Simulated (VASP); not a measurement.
# PbF2 (Fm-3m) in VASP: a series of runs

The runs below take PbF2 through single point, with r2SCAN.

Everything below comes from runs of VASP 6.6.1. Logs are shortened: lines on timing, memory, paths and dates and some standing lists are left out, and cuts for length are marked.

### 1 The cell of the first run

Symmetry: Fm-3m, No. 225, cubic system. Conventional cell: a = 5.830 Å, b = 5.830 Å, c = 5.830 Å, α = 90.00°, β = 90.00°, γ = 90.00°. Within 3.3 Å of Pb (site symmetry m-3m) lie 8 F at 2.52 Å. Within 3.3 Å of F (site symmetry -43m) lie 4 Pb at 2.52 Å and 6 F at 2.91 Å.

### 2 Single point, r2SCAN

The input, POSCAR:

```
PbF2
1.0
    2.9149369342      2.9149369342      0.0000000000
   -2.9149369342      2.9149369342      0.0000000000
    0.0000000000      2.9149369342      2.9149369342
Pb F
1 2
Direct
    0.0000000000      0.0000000000      0.0000000000
    0.2500000000      0.7500000000      0.5000000000
    0.7500000000      0.2500000000      0.5000000000
```

The input, INCAR.step1:

```
PREC = Accurate ; ENCUT = 520
ISMEAR = 0 ; SIGMA = 0.01
LREAL = False ; LASPH = True
NELM = 60 ; NBANDS = 21
GGA = PE ; ALGO = Normal
EDIFF = 1E-4 ; LWAVE = True
LCHARG = False
```

The input, INCAR.step2:

```
PREC = Accurate ; ENCUT = 520
EDIFF = 1E-6 ; ISMEAR = 0
SIGMA = 0.01 ; LREAL = False
LASPH = True ; NELM = 60
ALGO = Normal ; ISIF = 2
LWAVE = False ; LCHARG = True
METAGGA = R2SCAN ; LMIXTAU = True
LELF = True ; LVHAR = True
NBANDS = 21 ; ISTART = 1
```

The input, KPOINTS:

```
Automatic mesh
0
Gamma
  8 8 8
```

Potentials or basis: VASP PAW PBE potentials, release 64 (Pb_d, F).

Command:

```console
cat potpaw_PBE.64/Pb_d/POTCAR potpaw_PBE.64/F/POTCAR > POTCAR
cp INCAR.step1 INCAR
mpirun -np 1 vasp_std > vasp.out
cp INCAR.step2 INCAR
mpirun -np 1 vasp_std > vasp.out
```

OUTCAR:

```text
PREC = Accurate
   ENCUT = 520
   EDIFF = 1E-6
   ISMEAR = 0
   LREAL = False
   LASPH = True
   NELM = 60
   ISIF = 2
   METAGGA = R2SCAN
   ISTART = 1

 ion  position               nearest neighbor table
   1  0.000  0.000  0.000-   3 2.52   2 2.52   2 2.52   3 2.52   2 2.52   3 2.52   3 2.52   2 2.52

   2  0.250  0.750  0.500-   1 2.52   1 2.52   1 2.52   1 2.52
   3  0.750  0.250  0.500-   1 2.52   1 2.52   1 2.52   1 2.52

  LATTYP: Found a face centered cubic cell.
 ALAT       =     5.8298738684

  Lattice vectors:

 A1 = (   0.0000000000,   2.9149369342,   2.9149369342)
 A2 = (   2.9149369342,   0.0000000000,   2.9149369342)
 A3 = (   2.9149369342,   2.9149369342,   0.0000000000)

Analysis of symmetry for initial positions (statically):
=====================================================================
 Subroutine PRICEL returns:
 Original cell was already a primitive cell.

 Routine SETGRP: Setting up the symmetry group for a
 face centered cubic supercell.

 Subroutine GETGRP returns: Found 48 space group operations
 (whereof 48 operations were pure point group operations)
 out of a pool of 48 trial point group operations.

The static configuration has the point symmetry O_h .

Analysis of symmetry for dynamics (positions and initial velocities):
=====================================================================
 Subroutine PRICEL returns:
 Original cell was already a primitive cell.

 Routine SETGRP: Setting up the symmetry group for a
 face centered cubic supercell.

 Subroutine GETGRP returns: Found 48 space group operations
 (whereof 48 operations were pure point group operations)
 out of a pool of 48 trial point group operations.

The dynamic configuration has the point symmetry O_h .

 Subroutine INISYM returns: Found 48 space group operations
 (whereof 48 operations are pure point group operations),
 and found     1 'primitive' translations

----------------------------------------------------------------------------------------

                                     Primitive cell

  volume of cell :      49.5356

  direct lattice vectors                    reciprocal lattice vectors
[... 81 lines left out ...]
   ISTART =      1    job   : 0-new  1-cont  2-samecut
   ICHARG =      0    charge: 1-file 2-atom 10-const
   ISPIN  =      1    spin polarized calculation?
   LNONCOLLINEAR =      F non collinear calculations
   LSORBIT =      F    spin-orbit coupling
   LASPH  =      T    aspherical Exc in radial PAW
   ENCUT  =  520.0 eV  38.22 Ry    6.18 a.u.   7.66  7.66  7.66*2*pi/ulx,y,z
   NELM   =     60;   NELMIN=  2; NELMDL=  0     # of ELM steps
   EDIFF  = 0.1E-05   stopping-criterion for ELM
   LREAL  =      F    real-space projection
   EDIFFG = 0.1E-04   stopping-criterion for IOM
   NSW    =      0    number of steps for IOM
   IBRION =     -1    ionic relax: 0-MD 1-quasi-New 2-CG
   NFREE  =      0    steps in history (QN), initial steepest desc. (CG)
   ISIF   =      2    stress and relaxation
   ISYM   =      2    0-nonsym 1-usesym 2-fastsym
   POTIM  = 0.5000    time-step for ionic-motion
   TEBEG  =    0.0;   TEEND  =   0.0 temperature during run
   PSTRESS=    0.0 pullay stress
   NELECT =      28.0000    total number of electrons
   NUPDOWN=      -1.0000    fix difference up-down
   EMIN   =  10.00;   EMAX   =-10.00  energy-range for DOS
   EFERMI =   0.00;   METHOD = LEGACY
   ISMEAR =     0;   SIGMA  =   0.01  broadening in eV -4-tet -1-fermi 0-gaus
   EFERMI_NEDOS =   21; number of points for ismear=-14 and -15
   IALGO  =     38    algorithm
   IMIX   =      4    mixing-type and parameters
     AMIX     =   0.40;   BMIX     =  1.00
     AMIX_MAG =   1.60;   BMIX_MAG =  1.00
  volume/ion in A,a.u.               =      16.51       111.43
  Fermi-wavevector in a.u.,A,eV,Ry     =   1.353594  2.557921 24.928813  1.832216
  Thomas-Fermi vector in A             =   2.480836
   LORBIT       =      0    0 simple, 1 ext, 2 COOP (PROOUT), +10 PAW based schemes
   METAGGA = R2SCAN    functional components
   LHFCALC =     F    Hartree Fock is set to
   AEXX    =    0.0000 exact exchange contribution
   IVDW    =     0    specifies the selected vdW correction
   LEPSILON=     F    determine dielectric tensor
   LRPA    =     F    only Hartree local field effects (RPA)
 non-spin polarized calculation
 Gauss-broadening in eV      SIGMA  =   0.01
  energy-cutoff  :      520.00
  volume of cell :       49.54
 maximum number of plane-waves:      1363
   NGX = 15   NGY = 15   NGZ = 15

 number of electron      27.9999986 magnetization

 Free energy of the ion-electron system (eV)
  ---------------------------------------------------
  ext. energy  EPLUGINS =         0.00000000
  ---------------------------------------------------
  free energy    TOTEN  =       -70.12959140 eV

  energy without entropy =      -70.12959140  energy(sigma->0) =      -70.12959140

 E-fermi :   2.2975     XC(G=0): -10.2804

 val. band max:        2.1667200119   @ k =   0.5000   0.5000   0.2500
 cond. band min:       7.0748913672   @ k =   0.5000   0.5000   0.0000
 fundamental gap:      4.9081713553
 Fermi energy:         2.2974989495

 k-point     1 :       0.0000    0.0000    0.0000
  band No.  band energies     occupation
      1     -20.6710      2.00000
      2     -19.9936      2.00000
      3     -12.7928      2.00000
      4     -12.7928      2.00000
      5     -12.7928      2.00000
      6     -12.7185      2.00000
[... 565 lines left out ...]
     20      19.3082      0.00000
     21      19.5797      0.00000

 [... further k-points ...]

------------------------ aborting loop because EDIFF is reached ----------------------------------------

  FORCE on cell =-STRESS in cart. coord.  units (eV):
  Direction    XX          YY          ZZ          XY          YZ          ZX
  --------------------------------------------------------------------------------------
  -------------------------------------------------------------------------------------
  Total        1.2315631      1.2315631      1.2315631     -0.0000000     -0.0000000      0.0000000
  in kB       39.8336183     39.8336183     39.8336183     -0.0000000     -0.0000000      0.0000000
  external PRESSURE =      39.8336183 kB  Pullay stress =       0.0000000 kB

 VOLUME and BASIS-vectors are now :
 -----------------------------------------------------------------------------
  energy-cutoff  :      520.00
  volume of cell :       49.54
      direct lattice vectors                 reciprocal lattice vectors
     2.914936934  2.914936934  0.000000000     0.171530298  0.171530298 -0.171530298
    -2.914936934  2.914936934  0.000000000    -0.171530298  0.171530298 -0.171530298
     0.000000000  2.914936934  2.914936934     0.000000000  0.000000000  0.343060595

 POSITION                                       TOTAL-FORCE (eV/Angst)
 -----------------------------------------------------------------------------------
      0.00000      0.00000      0.00000        -0.000000      0.000000      0.000000
     -1.45747      4.37241      1.45747        -0.000000      0.000000      0.000000
      1.45747      4.37241      1.45747         0.000000     -0.000000     -0.000000
 -----------------------------------------------------------------------------------
    total drift:                               -0.000000     -0.000000     -0.000000

  FREE ENERGIE OF THE ION-ELECTRON SYSTEM (eV)
  ---------------------------------------------------
  free  energy   TOTEN  =       -70.1295914026 eV

  energy  without entropy=      -70.1295914026  energy(sigma->0) =      -70.12959140
```

It took 42 s on 1 thread of Intel Xeon 6975P-C (Granite Rapids), shared host; peak memory 0.19 GiB.

What came out:

```yaml
Free_energy: -70.1296 eV
Pressure: 4.0 GPa
Band_gap_on_the_k_mesh: 4.91 eV (least direct gap 5.06 eV)
```

Caveat: the cell stands under pressure; the PAW data sets were made with another functional, which shifts forces and pressure a little; spin-orbit coupling is left out, which moves the levels of the heavy elements. A k mesh can miss the band edges.

### 3 Single point, r2SCAN

POSCAR is that of step 2.

The input, INCAR.step1:

```
SYSTEM = PbF2
PREC = Accurate
ENCUT = 520
ISMEAR = 0
SIGMA = 0.01
LREAL = .FALSE.
LASPH = .TRUE.
NELM = 60
NBANDS = 21
GGA = PE
ALGO = Normal
EDIFF = 1E-4
LWAVE = .TRUE.
LCHARG = .FALSE.
```

The input, INCAR.step2:

```
SYSTEM = PbF2
PREC = Accurate
ENCUT = 520
EDIFF = 1E-6
ISMEAR = 0
SIGMA = 0.01
LREAL = .FALSE.
LASPH = .TRUE.
NELM = 60
ALGO = Normal
ISIF = 2
LWAVE = .FALSE.
LCHARG = .FALSE.
METAGGA = R2SCAN
LMIXTAU = .TRUE.
NBANDS = 21
ISTART = 1
```

The input, KPOINTS:

```
Automatic mesh
0
G
  8 8 8
  0 0 0
```

Potentials or basis: VASP PAW PBE potentials, release 64 (Pb_d, F).

Command:

```console
cat potpaw_PBE.64/Pb_d/POTCAR potpaw_PBE.64/F/POTCAR > POTCAR
cp INCAR.step1 INCAR
mpirun -np 1 vasp_std > vasp.out
cp INCAR.step2 INCAR
mpirun -np 1 vasp_std > vasp.out
```

OUTCAR:

```text
SYSTEM = PbF2
   PREC = Accurate
   ENCUT = 520
   EDIFF = 1E-6
   ISMEAR = 0
   LREAL = .FALSE.
   LASPH = .TRUE.
   NELM = 60
   ISIF = 2
   METAGGA = R2SCAN
   ISTART = 1

 ion  position               nearest neighbor table
   1  0.000  0.000  0.000-   3 2.52   2 2.52   2 2.52   3 2.52   2 2.52   3 2.52   3 2.52   2 2.52

   2  0.250  0.750  0.500-   1 2.52   1 2.52   1 2.52   1 2.52
   3  0.750  0.250  0.500-   1 2.52   1 2.52   1 2.52   1 2.52

  LATTYP: Found a face centered cubic cell.
 ALAT       =     5.8298738684

  Lattice vectors:

 A1 = (   0.0000000000,   2.9149369342,   2.9149369342)
 A2 = (   2.9149369342,   0.0000000000,   2.9149369342)
 A3 = (   2.9149369342,   2.9149369342,   0.0000000000)

Analysis of symmetry for initial positions (statically):
=====================================================================
 Subroutine PRICEL returns:
 Original cell was already a primitive cell.

 Routine SETGRP: Setting up the symmetry group for a
 face centered cubic supercell.

 Subroutine GETGRP returns: Found 48 space group operations
 (whereof 48 operations were pure point group operations)
[... 163 lines left out ...]

  energy without entropy =      -70.12959140  energy(sigma->0) =      -70.12959140

 E-fermi :   2.2975     XC(G=0): -10.2804

 val. band max:        2.1667200119   @ k =   0.5000   0.5000   0.2500
 cond. band min:       7.0748913672   @ k =   0.5000   0.5000   0.0000
 fundamental gap:      4.9081713553
 Fermi energy:         2.2974989495

 k-point     1 :       0.0000    0.0000    0.0000
  band No.  band energies     occupation
      1     -20.6710      2.00000
      2     -19.9936      2.00000
      3     -12.7928      2.00000
      4     -12.7928      2.00000
      5     -12.7928      2.00000
      6     -12.7185      2.00000
[... 565 lines left out ...]
     20      19.3082      0.00000
     21      19.5797      0.00000

 [... further k-points ...]

------------------------ aborting loop because EDIFF is reached ----------------------------------------

  FORCE on cell =-STRESS in cart. coord.  units (eV):
  Direction    XX          YY          ZZ          XY          YZ          ZX
  --------------------------------------------------------------------------------------
  -------------------------------------------------------------------------------------
  Total        1.2315631      1.2315631      1.2315631     -0.0000000     -0.0000000      0.0000000
  in kB       39.8336183     39.8336183     39.8336183     -0.0000000     -0.0000000      0.0000000
  external PRESSURE =      39.8336183 kB  Pullay stress =       0.0000000 kB

 VOLUME and BASIS-vectors are now :
 -----------------------------------------------------------------------------
  energy-cutoff  :      520.00
  volume of cell :       49.54
      direct lattice vectors                 reciprocal lattice vectors
     2.914936934  2.914936934  0.000000000     0.171530298  0.171530298 -0.171530298
    -2.914936934  2.914936934  0.000000000    -0.171530298  0.171530298 -0.171530298
     0.000000000  2.914936934  2.914936934     0.000000000  0.000000000  0.343060595

 POSITION                                       TOTAL-FORCE (eV/Angst)
 -----------------------------------------------------------------------------------
      0.00000      0.00000      0.00000        -0.000000      0.000000      0.000000
     -1.45747      4.37241      1.45747        -0.000000      0.000000      0.000000
      1.45747      4.37241      1.45747         0.000000     -0.000000     -0.000000
 -----------------------------------------------------------------------------------
    total drift:                               -0.000000     -0.000000     -0.000000

  FREE ENERGIE OF THE ION-ELECTRON SYSTEM (eV)
  ---------------------------------------------------
  free  energy   TOTEN  =       -70.1295914026 eV

  energy  without entropy=      -70.1295914026  energy(sigma->0) =      -70.12959140
```

OUTCAR.step1:

```text
SYSTEM = PbF2
   PREC = Accurate
   ENCUT = 520
   ISMEAR = 0
   LREAL = .FALSE.
   LASPH = .TRUE.
   NELM = 60
[... 800 lines left out ...]
      0.00000      0.00000      0.00000        -0.000000      0.000000      0.000000
     -1.45747      4.37241      1.45747         0.000000      0.000000      0.000000
      1.45747      4.37241      1.45747        -0.000000     -0.000000      0.000000
 -----------------------------------------------------------------------------------
    total drift:                               -0.000000     -0.000000     -0.000000

  FREE ENERGIE OF THE ION-ELECTRON SYSTEM (eV)
  ---------------------------------------------------
  free  energy   TOTEN  =       -14.2568081763 eV

  energy  without entropy=      -14.2568081763  energy(sigma->0) =      -14.25680818
```

OSZICAR.step1:

```text
N       E                     dE             d eps       ncg     rms          rms(c)
DAV:   1     0.306320818110E+03    0.30632E+03   -0.14726E+04  1218   0.154E+03
DAV:   2     0.111907543942E+02   -0.29513E+03   -0.27742E+03  1303   0.427E+02
DAV:   3    -0.153057357429E+02   -0.26496E+02   -0.26217E+02  1433   0.139E+02
DAV:   4    -0.160718644487E+02   -0.76613E+00   -0.76556E+00  1398   0.244E+01
DAV:   5    -0.160985698387E+02   -0.26705E-01   -0.26704E-01  1562   0.477E+00    0.792E+00
DAV:   6    -0.142523375387E+02    0.18462E+01   -0.82386E+00  1672   0.233E+01    0.251E+00
DAV:   7    -0.142585138676E+02   -0.61763E-02   -0.42030E-01  1253   0.403E+00    0.152E+00
DAV:   8    -0.142594432027E+02   -0.92934E-03   -0.95033E-02  1258   0.352E+00    0.555E-01
DAV:   9    -0.142557084706E+02    0.37347E-02   -0.18352E-02  1666   0.111E+00    0.999E-02
DAV:  10    -0.142567897236E+02   -0.10813E-02   -0.13479E-03  1258   0.252E-01    0.296E-02
DAV:  11    -0.142568081763E+02   -0.18453E-04   -0.82932E-05  1089   0.822E-02
   1 F= -.14256808E+02 E0= -.14256808E+02  d E =-.294334E-20
```

It took 46 s on 1 thread of Intel Xeon 6975P-C (Granite Rapids), shared host; peak memory 0.19 GiB.

What came out:

```
Free energy            : -70.1296 eV
Pressure               : 4.0 GPa
Band gap on the k mesh : 4.91 eV (least direct gap 5.06 eV)
```

Levels at points of the mesh, in eV from the valence-band top:
| k point | band 10 | band 11 | band 12 | band 13 | band 14 | band 15 | band 16 | band 17 | band 18 | band 19 |
| --- | --- | --- | --- | --- | --- | --- | --- | --- | --- | --- |
| (0.00, 0.00, 0.00) | -3.01 | -3.01 | -2.49 | -2.49 | -2.49 | 7.33 | 7.33 | 7.33 | 10.77 | 16.01 |
| (0.50, 0.00, 0.00) | -3.23 | -3.23 | -2.67 | -2.67 | -0.10 | 5.34 | 8.38 | 8.38 | 13.53 | 14.41 |
| (0.50, 0.50, 0.00) | -4.16 | -2.05 | -2.04 | -2.04 | -0.15 | 4.91 | 8.62 | 8.62 | 8.93 | 15.24 |

Caveat: the cell stands under pressure; the PAW data sets were made with another functional, which shifts forces and pressure a little; spin-orbit coupling is left out, which moves the levels of the heavy elements.

### 4 Single point, r2SCAN

This run uses another cell than the first one, of 16.88 Å³/atom.

The input, POSCAR:

```
PbF2
1.0
    2.9364165786      2.9364165786      0.0000000000
   -2.9364165786      2.9364165786      0.0000000000
    0.0000000000      2.9364165786      2.9364165786
Pb F
1 2
Direct
    0.0000000000      0.0000000000      0.0000000000
    0.2500000000      0.7500000000      0.5000000000
    0.7500000000      0.2500000000      0.5000000000
```

INCAR.step1 is that of step 3.

The input, INCAR.step2:

```
SYSTEM = PbF2
PREC = Accurate
ENCUT = 520
EDIFF = 1E-7
ISMEAR = 0
SIGMA = 0.01
LREAL = .FALSE.
LASPH = .TRUE.
NELM = 60
ALGO = Normal
ISIF = 2
LWAVE = .FALSE.
LCHARG = .TRUE.
METAGGA = R2SCAN
LMIXTAU = .TRUE.
LELF = .TRUE.
LVHAR = .TRUE.
NBANDS = 21
ISTART = 1
```

KPOINTS is that of step 3.

Command:

```console
cat potpaw_PBE.64/Pb_d/POTCAR potpaw_PBE.64/F/POTCAR > POTCAR
cp INCAR.step1 INCAR
mpirun -np 1 vasp_std > vasp.out
cp INCAR.step2 INCAR
mpirun -np 1 vasp_std > vasp.out
```

It took 54 s on 1 thread of Intel Xeon 6975P-C (Granite Rapids), shared host; peak memory 0.19 GiB.

Results (log left out):

```yaml
Free_energy: -70.1521 eV
Pressure: 1.9 GPa
Band_gap_on_the_k_mesh: 4.92 eV (least direct gap 5.07 eV)
```

Levels at points of the mesh, in eV from the valence-band top:
```
           k point  band 10  band 11  band 12  band 13  band 14  band 15  band 16  band 17  band 18  band 19
(0.00, 0.00, 0.00)    -2.85    -2.85    -2.33    -2.33    -2.33     7.32     7.32     7.32    10.74    15.97
(0.50, 0.00, 0.00)    -3.05    -3.05    -2.51    -2.51    -0.08     5.36     8.32     8.32    13.49    14.38
(0.50, 0.50, 0.00)    -3.95    -1.91    -1.90    -1.90    -0.15     4.92     8.55     8.55     9.00    15.15
```

Caveat: the PAW data sets were made with another functional, which shifts forces and pressure a little; spin-orbit coupling is left out, which moves the levels of the heavy elements.

(Part 1 of 2 ends here.)
